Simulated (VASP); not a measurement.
# HfO2 (I4/mmm) in VASP: settings compared, part 2 of 2

VASP 6.6.1. Earlier steps stand in the parts before.

## Step 4: Single point, r2SCAN (biaxial xy strain -4.2%)

File POSCAR:

```
HfO2
1.0
    0.0000000000      2.4224508255      2.5291823194
    2.4224508255      0.0000000000      2.5291823194
    2.4224508255      2.4224508255      0.0000000000
Hf O
1 2
Direct
    0.0000000000      0.0000000000      0.0000000000
    0.2500000000      0.2500000000      0.2500000000
    0.7500000000      0.7500000000      0.7500000000
```

File INCAR.step1:

```
PREC = Accurate
ENCUT = 520
ISMEAR = 0
SIGMA = 0.01
LREAL = F
LASPH = T
NELM = 100
NBANDS = 18
GGA = PE
ALGO = Normal
EDIFF = 1E-4
LWAVE = T
LCHARG = F
```

File INCAR.step2:

```
PREC = Accurate
ENCUT = 520
EDIFF = 1E-7
ISMEAR = 0
SIGMA = 0.01
LREAL = F
LASPH = T
NELM = 100
ALGO = Normal
ISIF = 2
LWAVE = F
LCHARG = T
METAGGA = R2SCAN
LMIXTAU = T
LELF = T
LVHAR = T
NBANDS = 18
ISTART = 1
```

File KPOINTS:

```
regular mesh
0
Gamma
  8 8 8
```

The run is started by

```
> cat potpaw_PBE.64/Hf_pv/POTCAR potpaw_PBE.64/O/POTCAR > POTCAR
> cp INCAR.step1 INCAR
> mpirun -np 1 vasp_std > vasp.out
> cp INCAR.step2 INCAR
> mpirun -np 1 vasp_std > vasp.out
```

Wall time 85 s (1 thread of Intel Xeon 6975P-C (Granite Rapids), shared host); peak memory 0.18 GiB.

It converged, with:

| Item | Value |
| --- | --- |
| Free energy | -68.3349 eV |
| Pressure | 23.2 GPa |
| Band gap on the k mesh | 4.08 eV, indirect (least direct gap 4.28 eV) |

Stress tensor (GPa, compression positive):
```
31.31  0.00  0.00
 0.00 31.31  0.00
 0.00  0.00  7.11
```

Levels at points of the mesh, in eV from the valence-band top:
| k point | band 7 | band 8 | band 9 | band 10 | band 11 | band 12 | band 13 | band 14 | band 15 | band 16 |
| --- | --- | --- | --- | --- | --- | --- | --- | --- | --- | --- |
| (0.00, 0.00, 0.00) | -6.25 | -6.20 | -1.28 | -0.66 | -0.66 | 4.08 | 4.70 | 7.14 | 11.98 | 12.04 |
| (0.50, 0.00, 0.00) | -4.94 | -3.39 | -3.21 | -2.19 | -2.17 | 5.15 | 5.38 | 8.18 | 9.73 | 10.81 |
| (0.50, 0.50, 0.00) | -3.97 | -3.97 | -1.75 | -1.75 | -0.52 | 4.35 | 6.35 | 7.35 | 9.11 | 9.11 |
| (0.50, 0.00, 0.50) | -4.15 | -3.83 | -2.41 | -1.55 | 0.00 | 4.28 | 6.42 | 8.14 | 9.26 | 9.66 |

Caveat: the cell differs from its parent crystal (biaxial xy strain -4.2%); the PAW data sets were made with another functional, which shifts forces and pressure a little; spin-orbit coupling is left out, which moves the levels of the heavy elements. A k mesh can miss the band edges.

## Step 5: Single point, r2SCAN (uniaxial x strain +2.4%)

File POSCAR:

```
HfO2
1.0
    0.0000000000      2.5291823194      2.5291823194
    2.5888710221      0.0000000000      2.5291823194
    2.5888710221      2.5291823194      0.0000000000
Hf O
1 2
Direct
    0.0000000000      0.0000000000      0.0000000000
    0.2500000000      0.2500000000      0.2500000000
    0.7500000000      0.7500000000      0.7500000000
```

File INCAR.step1:

```
ALGO     = Normal         # electronic algorithm
EDIFF    = 1E-4           # SCF threshold, eV
ENCUT    = 520            # plane-wave cutoff, eV
GGA      = PE             # functional
ISMEAR   = 0              # smearing method
LASPH    = T              # aspherical terms in the spheres
LCHARG   = F              # write CHGCAR
LREAL    = F              # projectors in reciprocal space
LWAVE    = T              # write WAVECAR
NBANDS   = 18             # bands
NELM     = 80             # most SCF steps
PREC     = Accurate       # precision mode
SIGMA    = 0.01           # smearing width, eV
```

File INCAR.step2:

```
ALGO     = Normal         # electronic algorithm
EDIFF    = 1E-6           # SCF threshold, eV
ENCUT    = 520            # plane-wave cutoff, eV
ISIF     = 2              # what is computed and relaxed
ISMEAR   = 0              # smearing method
ISTART   = 1            
LASPH    = T              # aspherical terms in the spheres
LCHARG   = F              # write CHGCAR
LMIXTAU  = T            
LREAL    = F              # projectors in reciprocal space
LWAVE    = F              # write WAVECAR
METAGGA  = R2SCAN         # meta-GGA
NBANDS   = 18             # bands
NELM     = 80             # most SCF steps
PREC     = Accurate       # precision mode
SIGMA    = 0.01           # smearing width, eV
```

File KPOINTS:

```
k-points
0
Gamma
  8 8 8
```

Potentials or basis: VASP PAW PBE potentials, release 64 (Hf_pv, O).

The run is started by

```
> cat potpaw_PBE.64/Hf_pv/POTCAR potpaw_PBE.64/O/POTCAR > POTCAR
> cp INCAR.step1 INCAR
> mpirun -np 1 vasp_std > vasp.out
> cp INCAR.step2 INCAR
> mpirun -np 1 vasp_std > vasp.out
```

OUTCAR:

```text
EDIFF = 1E-6
   ENCUT = 520
   ISIF = 2
   ISMEAR = 0
   ISTART = 1
   LASPH = T
   LREAL = F
   METAGGA = R2SCAN
   NELM = 80
   PREC = Accurate

 ion  position               nearest neighbor table
   1  0.000  0.000  0.000-   3 2.21   3 2.21   3 2.21   2 2.21   3 2.21   2 2.21   2 2.21   2 2.21

   2  0.250  0.250  0.250-   1 2.21   1 2.21   1 2.21   1 2.21
   3  0.750  0.750  0.750-   1 2.21   1 2.21   1 2.21   1 2.21

  LATTYP: Found a body centered tetragonal cell.
 ALAT       =     3.5768039378
 C/A-ratio  =     1.4475890024

  Lattice vectors:

 A1 = (   2.5888710221,   0.0000000000,   2.5291823194)
 A2 = (   2.5888710221,   0.0000000000,  -2.5291823194)
 A3 = (  -2.5888710221,   2.5291823194,   0.0000000000)

Analysis of symmetry for initial positions (statically):
=====================================================================
 Subroutine PRICEL returns:
 Original cell was already a primitive cell.

 Routine SETGRP: Setting up the symmetry group for a
 body centered tetragonal supercell.

[... 165 lines left out ...]

  energy without entropy =      -68.49770144  energy(sigma->0) =      -68.49770144

 E-fermi :   3.9440     XC(G=0): -12.4829

 val. band max:        3.8638190360   @ k =   0.5000   0.5000   0.0000
 cond. band min:       7.9811399894   @ k =   0.0000   0.0000   0.0000
 fundamental gap:      4.1173209534
 Fermi energy:         3.9439538375

 k-point     1 :       0.0000    0.0000    0.0000
  band No.  band energies     occupation
      1     -26.9774      2.00000
      2     -26.9774      2.00000
      3     -26.9563      2.00000
      4     -15.8523      2.00000
      5     -12.9260      2.00000
      6      -1.5678      2.00000
[... 481 lines left out ...]
      5     -13.6196      2.00000
      6      -1.0744      2.00000
[... 10 lines left out ...]
     17      14.2162      0.00000
     18      16.3132      0.00000

 [... further k-points ...]

------------------------ aborting loop because EDIFF is reached ----------------------------------------

  FORCE on cell =-STRESS in cart. coord.  units (eV):
  Direction    XX          YY          ZZ          XY          YZ          ZX
  --------------------------------------------------------------------------------------
  -------------------------------------------------------------------------------------
  Total       -3.5789780     -1.2285094     -1.2285094      0.0000000      0.0000000     -0.0000000
  in kB     -173.1286452    -59.4276243    -59.4276243      0.0000000      0.0000000     -0.0000000
  external PRESSURE =     -97.3279646 kB  Pullay stress =       0.0000000 kB

 VOLUME and BASIS-vectors are now :
 -----------------------------------------------------------------------------
  energy-cutoff  :      520.00
  volume of cell :       33.12
      direct lattice vectors                 reciprocal lattice vectors
     0.000000000  2.529182319  2.529182319    -0.193134380  0.197692351  0.197692351
     2.588871022  0.000000000  2.529182319     0.193134380 -0.197692351  0.197692351
     2.588871022  2.529182319  0.000000000     0.193134380  0.197692351 -0.197692351

 POSITION                                       TOTAL-FORCE (eV/Angst)
 -----------------------------------------------------------------------------------
      0.00000      0.00000      0.00000         0.000000     -0.000000      0.000000
      1.29444      1.26459      1.26459        -0.000000     -0.000000     -0.000000
      3.88331      3.79377      3.79377         0.000000      0.000000      0.000000
 -----------------------------------------------------------------------------------
    total drift:                                0.000000      0.000000      0.000000

  FREE ENERGIE OF THE ION-ELECTRON SYSTEM (eV)
  ---------------------------------------------------
  free  energy   TOTEN  =       -68.4977014385 eV

  energy  without entropy=      -68.4977014385  energy(sigma->0) =      -68.49770144
```

OUTCAR.step1:

```text
EDIFF = 1E-4
   ENCUT = 520
   GGA = PE
   ISMEAR = 0
[... 731 lines left out ...]
      0.00000      0.00000      0.00000         0.000000      0.000000      0.000000
      1.29444      1.26459      1.26459         0.000000      0.000000      0.000000
      3.88331      3.79377      3.79377         0.000000     -0.000000     -0.000000
 -----------------------------------------------------------------------------------
    total drift:                                0.000000      0.000000      0.000000

  FREE ENERGIE OF THE ION-ELECTRON SYSTEM (eV)
  ---------------------------------------------------
  free  energy   TOTEN  =       -30.2259674056 eV

  energy  without entropy=      -30.2259674056  energy(sigma->0) =      -30.22596741
```

Wall time 80 s (1 thread of Intel Xeon 6975P-C (Granite Rapids), shared host); peak memory 0.18 GiB.

Results:

- Free energy: -68.4977 eV
- Pressure: -9.7 GPa
- Band gap on the k mesh: 4.12 eV, indirect (least direct gap 4.13 eV)

Caveat: the cell differs from its parent crystal (uniaxial x strain +2.4%); the PAW data sets were made with another functional, which shifts forces and pressure a little; spin-orbit coupling is left out, which moves the levels of the heavy elements. A k mesh can miss the band edges.

## Step 6: Summary

| level | cell | smearing | gap on the mesh (eV) | pressure (GPa) |
| --- | --- | --- | --- | --- |
| PBE | a = 3.502, b = 3.502, c = 3.426 Å, angles 60.7, 60.7, 58.6°, 3 atoms | fermi-dirac 0.02 eV | 3.54 | 29.3 |
| PBE | a = 3.577, b = 3.619, c = 3.619 Å, angles 59.2, 60.4, 60.4°, 3 atoms | fermi-dirac 0.02 eV | 3.60 | -3.6 |
| r2SCAN | a = 3.502, b = 3.502, c = 3.426 Å, angles 60.7, 60.7, 58.6°, 3 atoms | gaussian 0.01 eV | 4.08 | 23.2 |
| r2SCAN | a = 3.577, b = 3.619, c = 3.619 Å, angles 59.2, 60.4, 60.4°, 3 atoms | gaussian 0.01 eV | 4.12 | -9.7 |

Alike in all rows: task single point; potentials or basis VASP PAW PBE potentials, release 64 (Hf_pv, O); no spin polarisation; k mesh 8 × 8 × 8; cutoff (eV) 520.

Caveats: spin-orbit coupling is left out, which moves the levels of the heavy elements; the PAW data sets were made with another functional, which shifts forces and pressure a little (some runs).

Total energies depend on the potentials used, so only differences within one code and one set of settings carry meaning.
